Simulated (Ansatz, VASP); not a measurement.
# Two plane-wave programs on WC

```xyz
2
Lattice="2.9257 0.0000 0.0000 -1.4629 2.5338 0.0000 0.0000 0.0000 2.8554" Properties=species:S:1:pos:R:3 pbc="T T T"
W     0.0000    0.0000    0.0000
C     1.4629    0.8446    1.4277
```

Alike in both runs: task single point; functional B3LYP; k mesh 5 × 5 × 5; occupations fermi-dirac, width 0.05 eV; no spin polarisation.

|  | VASP | Ansatz |
| --- | --- | --- |
| version | VASP 6.6.1 | Ansatz 0.2.0 |
| potentials or method | VASP PAW PBE potentials, release 64 (W_sv, C) | Ansatz PAW |
| plane-wave cutoff (eV) | 520 | 420 |
| valence electrons in the cell | 18 | 18 |

VASP gave:

| Property | Result |
| --- | --- |
| gap on the k mesh at the Fermi level (eV) | none |
| pressure (GPa) | 2.0 |
| traceless stress, the component that is largest in VASP (GPa) | -4.02 |

Q: What did Ansatz give for the same quantities?

A: gap on the k mesh at the Fermi level (eV): none; pressure (GPa): 0.5; traceless stress, the component that is largest in VASP (GPa): -4.28.

VASP's potentials were made for PBE, not for B3LYP. A gap of «none» marks a metal or a gap that the smearing closes.

The k mesh is coarse, so the values compare programs but aren't converged. Spin-orbit coupling is off throughout.
